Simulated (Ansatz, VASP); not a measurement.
## Si: VASP beside Ansatz

```
Si
1.0
     3.95400    0.00000    0.00000
    -1.97700    3.42426    0.00000
     0.00000    0.00000   28.00000
Si
2
Direct
  0.33333 0.66667 0.51530
  0.66667 0.33333 0.48470
```

Alike in both runs: task single point; functional LDA; k mesh 15 × 15 × 1; occupations gaussian, width 0.1 eV; no spin polarisation.

```csv
,VASP,Ansatz
version,VASP 6.6.1,Ansatz 0.2.0
potentials or method,"VASP PAW LDA potentials, release 64 (Si), cutoff 520 eV","scalar-relativistic, plane waves, PAW"
valence electrons in the cell,8,8
```

```csv
,VASP,Ansatz,Ansatz less VASP
gap on the k mesh at the Fermi level (eV),none,none,-
rms of the force components (eV/Å),1.012,1.009,-0.0025
```

Ansatz warns that its potentials were made for another functional, while VASP's fit it. LDA's correlation is that of Perdew and Zunger in VASP and of Perdew and Wang (1992) in Ansatz. Atom by atom the forces differ by 0.003 eV/Å (rms over components). A gap of «none» marks a metal or a gap that the smearing closes.
